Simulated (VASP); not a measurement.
# Ir (P6_3/mmc) in VASP: notebook

Ir is run at these levels: r2SCAN; tasks: relaxation of cell and atoms, single point.

Program: VASP 6.6.1. These are calculated values, not measurements. Logs are shortened: lines on timing, memory, paths and dates and some standing lists are left out, and cuts for length are marked.

**1. The cell of the first run**

Symmetry: P6_3/mmc, No. 194, hexagonal system. Conventional cell: a = 2.715 Å, b = 2.715 Å, c = 4.433 Å, α = 90.00°, β = 90.00°, γ = 120.00°. Ir (site symmetry -6m2) has 12 Ir at 2.71 Å within 3.6 Å.

This isn't the form of Ir at room conditions, which is fcc.

**2. Relaxation of cell and atoms, r2SCAN**

File POSCAR:

```
Ir
1.0
    2.7148619862      0.0000000000      0.0000000000
   -1.3574309931      2.3511394478      0.0000000000
    0.0000000000      0.0000000000      4.4333696235
Ir
2
Direct
    0.3333333333      0.6666666667      0.2500000000
    0.6666666667      0.3333333333      0.7500000000
```

File INCAR.step1:

```
SYSTEM = Ir
ALGO = Normal
EDIFF = 1E-4
ENCUT = 600
GGA = PE
ISMEAR = -1
LASPH = .True.
LCHARG = .False.
LREAL = .False.
LWAVE = .True.
NELM = 100
PREC = Accurate
SIGMA = 0.1
```

File INCAR.step2:

```
SYSTEM = Ir
ALGO = Normal
EDIFF = 1E-6
EDIFFG = -0.01
ENCUT = 600
IBRION = 2
ISIF = 3
ISMEAR = -1
ISTART = 1
LASPH = .True.
LCHARG = .False.
LMIXTAU = .True.
LREAL = .False.
LWAVE = .False.
METAGGA = R2SCAN
NELM = 100
NSW = 80
PREC = Accurate
SIGMA = 0.1
```

File KPOINTS:

```
k-points
0
Gamma
  13 13 7
  0 0 0
```

Potentials or basis: VASP PAW PBE potentials, release 64 (Ir).

Command:

```bash
> cat potpaw_PBE.64/Ir/POTCAR > POTCAR
> cp INCAR.step1 INCAR
> mpirun -np 1 vasp_std > vasp.out
> cp INCAR.step2 INCAR
> mpirun -np 1 vasp_std > vasp.out
```

OUTCAR:

```text
SYSTEM = Ir
   EDIFF = 1E-6
   EDIFFG = -0.01
   ENCUT = 600
   IBRION = 2
   ISIF = 3
   ISMEAR = -1
   ISTART = 1
   LASPH = .True.
   LREAL = .False.
   METAGGA = R2SCAN
   NELM = 100
   NSW = 80
   PREC = Accurate

 ion  position               nearest neighbor table
   1  0.333  0.667  0.250-   2 2.71   2 2.71   2 2.71   2 2.71   2 2.71   2 2.71
   2  0.667  0.333  0.750-   1 2.71   1 2.71   1 2.71   1 2.71   1 2.71   1 2.71

  LATTYP: Found a hexagonal cell.
 ALAT       =     2.7148619862
 C/A-ratio  =     1.6330000000

  Lattice vectors:

 A1 = (   2.7148619862,   0.0000000000,   0.0000000000)
 A2 = (  -1.3574309931,   2.3511394478,   0.0000000000)
 A3 = (   0.0000000000,   0.0000000000,   4.4333696235)

Analysis of symmetry for initial positions (statically):
=====================================================================
 Subroutine PRICEL returns:
 Original cell was already a primitive cell.

 Routine SETGRP: Setting up the symmetry group for a
 hexagonal supercell.

 Subroutine GETGRP returns: Found 24 space group operations
 (whereof 12 operations were pure point group operations)
 out of a pool of 24 trial point group operations.

The static configuration has the point symmetry D_3d.
 The point group associated with its full space group is D_6h.

Analysis of symmetry for dynamics (positions and initial velocities):
=====================================================================
 Subroutine PRICEL returns:
 Original cell was already a primitive cell.

 Routine SETGRP: Setting up the symmetry group for a
 hexagonal supercell.

 Subroutine GETGRP returns: Found 24 space group operations
 (whereof 12 operations were pure point group operations)
 out of a pool of 24 trial point group operations.

The dynamic configuration has the point symmetry D_3d.
 The point group associated with its full space group is D_6h.

 Subroutine INISYM returns: Found 24 space group operations
 (whereof 12 operations are pure point group operations),
 and found     1 'primitive' translations

----------------------------------------------------------------------------------------

                                     Primitive cell

  volume of cell :      28.2983

  direct lattice vectors                    reciprocal lattice vectors
     2.714861986  0.000000000  0.000000000     0.368342850  0.212662843  0.000000000
    -1.357430993  2.351139448  0.000000000     0.000000000  0.425325687  0.000000000
     0.000000000  0.000000000  4.433369623     0.000000000  0.000000000  0.225562063

  length of vectors
     2.714861986  2.714861986  4.433369623     0.425325687  0.425325687  0.225562063

  position of ions in fractional coordinates (direct lattice)
     0.333333333  0.666666667  0.250000000
     0.666666667  0.333333333  0.750000000

  ion indices of the primitive-cell ions
   primitive index   ion index
                 1           1
                 2           2

----------------------------------------------------------------------------------------

 KPOINTS: k-points

Automatic generation of k-mesh.
 Grid dimensions read from file:
 generate k-points for:   13   13    7

 Generating k-lattice:

  Cartesian coordinates                     Fractional coordinates (reciprocal lattice)
     0.028334065  0.016358680  0.000000000     0.076923077  0.000000000  0.000000000
     0.000000000  0.032717361  0.000000000     0.000000000  0.076923077  0.000000000
     0.000000000  0.000000000  0.032223152     0.000000000  0.000000000  0.142857143

  Length of vectors
     0.032717361  0.032717361  0.032223152

  Shift w.r.t. Gamma in fractional coordinates (k-lattice)
     0.000000000  0.000000000  0.000000000

 Subroutine IBZKPT returns following result:
 ===========================================

 Found     84 irreducible k-points:

 Following reciprocal coordinates:
            Coordinates               Weight
  0.000000  0.000000  0.000000      1.000000
  0.076923 -0.000000  0.000000      6.000000
  0.153846  0.000000  0.000000      6.000000
  0.230769 -0.000000  0.000000      6.000000
  0.307692  0.000000  0.000000      6.000000
  0.384615  0.000000  0.000000      6.000000
[... 16 lines left out ...]
  0.076923 -0.000000  0.142857     12.000000
  0.153846  0.000000  0.142857     12.000000
 [... further k-points ...]
   k-points           NKPTS =     84   k-points in BZ     NKDIM =     84   number of bands    NBANDS=     13
   number of dos      NEDOS =    301   number of ions     NIONS =      2
   total plane-waves  NPLWV =  20736
   dimension x,y,z NGX =    24 NGY =   24 NGZ =   36
   dimension x,y,z NGXF=    48 NGYF=   48 NGZF=   72
   ions per type =               2
   NGX,Y,Z   is equivalent  to a cutoff of  14.70, 14.70, 13.50 a.u.
   NGXF,Y,Z  is equivalent  to a cutoff of  29.39, 29.39, 27.00 a.u.
 SYSTEM =  Ir
   PREC   = accura    normal or accurate (medium, high low for compatibility)
   ISTART =      1    job   : 0-new  1-cont  2-samecut
   ICHARG =      0    charge: 1-file 2-atom 10-const
   ISPIN  =      1    spin polarized calculation?
   LNONCOLLINEAR =      F non collinear calculations
   LSORBIT =      F    spin-orbit coupling
   LASPH  =      T    aspherical Exc in radial PAW
   ENCUT  =  600.0 eV  44.10 Ry    6.64 a.u.   5.42  5.42  8.85*2*pi/ulx,y,z
   NELM   =    100;   NELMIN=  2; NELMDL=  0     # of ELM steps
   EDIFF  = 0.1E-05   stopping-criterion for ELM
   LREAL  =      F    real-space projection
   EDIFFG = -.1E-01   stopping-criterion for IOM
   NSW    =     80    number of steps for IOM
   IBRION =      2    ionic relax: 0-MD 1-quasi-New 2-CG
   NFREE  =      1    steps in history (QN), initial steepest desc. (CG)
   ISIF   =      3    stress and relaxation
   ISYM   =      2    0-nonsym 1-usesym 2-fastsym
   POTIM  = 0.5000    time-step for ionic-motion
   TEBEG  =    0.0;   TEEND  =   0.0 temperature during run
   PSTRESS=    0.0 pullay stress
   NELECT =      18.0000    total number of electrons
   NUPDOWN=      -1.0000    fix difference up-down
   EMIN   =  10.00;   EMAX   =-10.00  energy-range for DOS
   EFERMI =   0.00;   METHOD = LEGACY
   ISMEAR =    -1;   SIGMA  =   0.10  broadening in eV -4-tet -1-fermi 0-gaus
   EFERMI_NEDOS =   21; number of points for ismear=-14 and -15
   IALGO  =     38    algorithm
   IMIX   =      4    mixing-type and parameters
     AMIX     =   0.40;   BMIX     =  1.00
     AMIX_MAG =   1.60;   BMIX_MAG =  1.00
  volume/ion in A,a.u.               =      14.15        95.48
  Fermi-wavevector in a.u.,A,eV,Ry     =   1.407923  2.660589 26.970118  1.982248
  Thomas-Fermi vector in A             =   2.530133
   LORBIT       =      0    0 simple, 1 ext, 2 COOP (PROOUT), +10 PAW based schemes
   METAGGA = R2SCAN    functional components
   LHFCALC =     F    Hartree Fock is set to
   AEXX    =    0.0000 exact exchange contribution
   IVDW    =     0    specifies the selected vdW correction
   LEPSILON=     F    determine dielectric tensor
   LRPA    =     F    only Hartree local field effects (RPA)
 conjugate gradient relaxation of ions
 non-spin polarized calculation
  energy-cutoff  :      600.00
  volume of cell :       28.30
 maximum number of plane-waves:       966
 NGX is ok and might be reduce to    24
   NGX = 11   NGY = 11   NGZ = 17

--------------------------------------- Ionic step        1  -------------------------------------------

 number of electron      18.0000001 magnetization

 Free energy of the ion-electron system (eV)
  ---------------------------------------------------
  ext. energy  EPLUGINS =         0.00000000
  ---------------------------------------------------
  free energy    TOTEN  =      -104.57600263 eV

  energy without entropy =     -104.49484972  energy(sigma->0) =     -104.53542617

------------------------ aborting loop because EDIFF is reached ----------------------------------------

  FORCE on cell =-STRESS in cart. coord.  units (eV):
  Direction    XX          YY          ZZ          XY          YZ          ZX
  --------------------------------------------------------------------------------------
  -------------------------------------------------------------------------------------
  Total        1.2005026      1.2005026      0.8301141      0.0000000     -0.0000000      0.0000000
  in kB       67.9694285     67.9694285     46.9989620      0.0000000     -0.0000000      0.0000000
  external PRESSURE =      60.9792730 kB  Pullay stress =       0.0000000 kB
[... 21 lines left out ...]
  energy  without entropy=     -104.4948497175  energy(sigma->0) =     -104.53542617

--------------------------------------- Ionic step        2  -------------------------------------------

 number of electron      18.0000002 magnetization

 E-fermi :   9.0182     XC(G=0): -14.8045

 val. band max:        8.9903150760   @ k =   0.3077   0.3077   0.2857
 cond. band min:       9.0342964822   @ k =   0.3846   0.2308   0.2857
 fundamental gap:      0.0439814062
 Fermi energy:         9.0181610609

 k-point     1 :       0.0000    0.0000    0.0000
  band No.  band energies     occupation
      1      -1.8096      2.00000
      2       1.3056      2.00000
      3       5.3789      2.00000
      4       5.4600      2.00000
      5       5.4600      2.00000
      6       6.0595      2.00000
      7       6.0595      2.00000
      8       6.7738      2.00000
      9       6.7738      2.00000
     10       8.4597      1.99252
     11       9.2503      0.17875
     12       9.2503      0.17875
     13      15.7804      0.00000
[... 353 lines left out ...]
 k-point    24 :       0.1538    0.0000    0.1429
  band No.  band energies     occupation
      1      -0.7450      2.00000
      2       2.0423      2.00000
      3       4.6472      2.00000
      4       5.0848      2.00000
      5       5.4843      2.00000
      6       5.9030      2.00000
      7       6.2724      2.00000
      8       6.5307      2.00000
      9       6.8454      2.00000
     10       7.0316      2.00000
     11       9.4238      0.03404
     12      11.5284      0.00000
     13      17.0843      0.00000

 [... further k-points ...]

------------------------ aborting loop because EDIFF is reached ----------------------------------------

  FORCE on cell =-STRESS in cart. coord.  units (eV):
  Direction    XX          YY          ZZ          XY          YZ          ZX
  --------------------------------------------------------------------------------------
  -------------------------------------------------------------------------------------
  Total       -3.7060908     -3.7060908     -3.6769871      0.0000000      0.0000000      0.0000000
  in kB     -194.2948692   -194.2948692   -192.7690866      0.0000000      0.0000000      0.0000000
  external PRESSURE =    -193.7862750 kB  Pullay stress =       0.0000000 kB
[... 129 lines left out ...]
  energy  without entropy=     -104.5012450697  energy(sigma->0) =     -104.54316479

--------------------------------------- Ionic step        6  -------------------------------------------

 number of electron      17.9999999 magnetization

 Free energy of the ion-electron system (eV)
  ---------------------------------------------------
  ext. energy  EPLUGINS =         0.00000000
  ---------------------------------------------------
  free energy    TOTEN  =      -104.58510644 eV

  energy without entropy =     -104.50134308  energy(sigma->0) =     -104.54322476

 E-fermi :  10.0529     XC(G=0): -15.2262

 val. band max:       10.0368175080   @ k =   0.3846   0.0000   0.1429
 cond. band min:      10.0652920211   @ k =   0.3846   0.2308   0.2857
 fundamental gap:      0.0284745131
 Fermi energy:        10.0529113728

 k-point     1 :       0.0000    0.0000    0.0000
  band No.  band energies     occupation
      1      -1.4565      2.00000
      2       1.6741      2.00000
      3       6.0214      2.00000
      4       6.1288      2.00000
      5       6.1288      2.00000
      6       6.7901      2.00000
      7       6.7901      2.00000
      8       7.6060      2.00000
      9       7.6060      2.00000
     10       9.2799      1.99912
     11      10.3078      0.14494
     12      10.3078      0.14494
     13      17.3465      0.00000
[... 353 lines left out ...]
 k-point    24 :       0.1538    0.0000    0.1429
  band No.  band energies     occupation
      1      -0.3255      2.00000
      2       2.4724      2.00000
      3       5.2341      2.00000
      4       5.7211      2.00000
      5       6.1464      2.00000
      6       6.6281      2.00000
      7       7.0085      2.00000
      8       7.3113      2.00000
      9       7.6630      2.00000
     10       7.8596      2.00000
     11      10.5079      0.02092
     12      12.7318      0.00000
     13      18.6229      0.00000

 [... further k-points ...]

------------------------ aborting loop because EDIFF is reached ----------------------------------------

  FORCE on cell =-STRESS in cart. coord.  units (eV):
  Direction    XX          YY          ZZ          XY          YZ          ZX
  --------------------------------------------------------------------------------------
  -------------------------------------------------------------------------------------
  Total        0.0028336      0.0028336      0.0015551     -0.0000000     -0.0000000      0.0000000
  in kB        0.1579206      0.1579206      0.0866719     -0.0000000     -0.0000000      0.0000000
  external PRESSURE =       0.1341710 kB  Pullay stress =       0.0000000 kB
[... 17 lines left out ...]
  FREE ENERGIE OF THE ION-ELECTRON SYSTEM (eV)
  ---------------------------------------------------
  free  energy   TOTEN  =      -104.5851064432 eV

  energy  without entropy=     -104.5013430783  energy(sigma->0) =     -104.54322476

 reached required accuracy - stopping structural energy minimisation
```

It took 8.4 min on 1 thread of AMD EPYC 9R45 (Zen 5), shared host; peak memory 0.16 GiB.

What came out:

```yaml
Free_energy: -104.5851 eV
Relaxed_volume: 14.37 Å³/atom
Relaxed_cell: a = 2.735 Å, b = 2.735 Å, c = 4.438 Å, α = 90.00°, β = 90.00°, γ = 120.00°
Space_group_after_relaxing_to_0.1_Å: P6_3/mmc (No. 194)
Energy_gained_by_relaxing: 4.6 meV/atom
Ionic_steps: 6
Pressure_after_relaxing: 0.0 GPa
Band_gap_on_the_k_mesh: zero (bands 9 and 10 overlap by 3.42 eV)
```

The path:
| step | energy change (eV) | largest force (eV/Å) | pressure (GPa) | volume (Å³) |
| --- | --- | --- | --- | --- |
| 1 | 0.0000 | 0.0000 | 6.10 | 28.30 |
| 2 | 0.1080 | 0.0000 | -19.38 | 30.56 |
| 3 | -0.0087 | 0.0000 | -0.26 | 28.77 |
| 4 | -0.0087 | 0.0000 | -0.11 | 28.76 |
| 5 | -0.0091 | 0.0000 | 0.05 | 28.75 |
| 6 | -0.0091 | 0.0000 | 0.01 | 28.75 |

Final structure:
```
Ir
1.0
     2.73480    0.00000    0.00000
    -1.36740    2.36841    0.00000
     0.00000    0.00000    4.43836
Ir
2
Direct
  0.33333 0.66667 0.25000
  0.66667 0.33333 0.75000
```

Caveat: the PAW data sets were made with another functional, which shifts forces and pressure a little; spin-orbit coupling is left out, which moves the levels of the heavy elements.

**3. Single point, r2SCAN, non-collinear spin, zero start, spin-orbit coupling**

This run uses another cell than the first one, of 14.28 Å³/atom.

File POSCAR:

```
Ir
1.0
    2.7290915489      0.0000000000      0.0000000000
   -1.3645457745      2.3634626106      0.0000000000
    0.0000000000      0.0000000000      4.4276445707
Ir
2
Direct
    0.3333333333      0.6666666667      0.2500000000
    0.6666666667      0.3333333333      0.7500000000
```

File INCAR.step1:

```
PREC = Accurate
ENCUT = 520
ISMEAR = -1
SIGMA = 0.1
LREAL = F
LASPH = T
NELM = 150
LNONCOLLINEAR = T
MAGMOM = 0 0 0 0 0 0
LSORBIT = T
GGA_COMPAT = F
LMAXMIX = 4
NBANDS = 30
GGA = PE
ALGO = Normal
EDIFF = 1E-4
LWAVE = T
LCHARG = F
```

File INCAR.step2:

```
PREC = Accurate
ENCUT = 520
EDIFF = 1E-6
ISMEAR = -1
SIGMA = 0.1
LREAL = F
LASPH = T
NELM = 150
ALGO = Normal
ISIF = 2
LWAVE = F
LCHARG = F
LNONCOLLINEAR = T
MAGMOM = 0 0 0 0 0 0
LORBIT = 11
LSORBIT = T
GGA_COMPAT = F
LORBMOM = T
LMAXMIX = 4
METAGGA = R2SCAN
LMIXTAU = T
NBANDS = 30
ISTART = 1
```

File KPOINTS:

```
Automatic mesh
0
Gamma
  13 13 7
```

Potentials or basis: VASP PAW PBE potentials, release 64 (Ir).

Command:

```bash
> cat potpaw_PBE.64/Ir/POTCAR > POTCAR
> cp INCAR.step1 INCAR
> mpirun -np 1 vasp_ncl > vasp.out
> cp INCAR.step2 INCAR
> mpirun -np 1 vasp_ncl > vasp.out
```

It took 7.8 min on 1 thread of AMD EPYC 9R45 (Zen 5), shared host; peak memory 0.26 GiB.

Results (log left out):

```
Free energy                                           : -105.3442 eV
Pressure                                              : 3.6 GPa
Net moment                                            : 0.00 μB per cell
Valence electrons inside the program's atomic spheres : Ir 8.37
```

Stress tensor (GPa, compression positive):
```
3.33 0.00 0.00
0.00 3.33 0.00
0.00 0.00 4.07
```

Moments on the atoms (μB; x, y, z):
```
Ir  0.00 0.00 0.00
Ir  0.00 0.00 0.00
```

Caveat: the cell stands under pressure; the PAW data sets were made with another functional, which shifts forces and pressure a little.

[end of part 1 of 2]
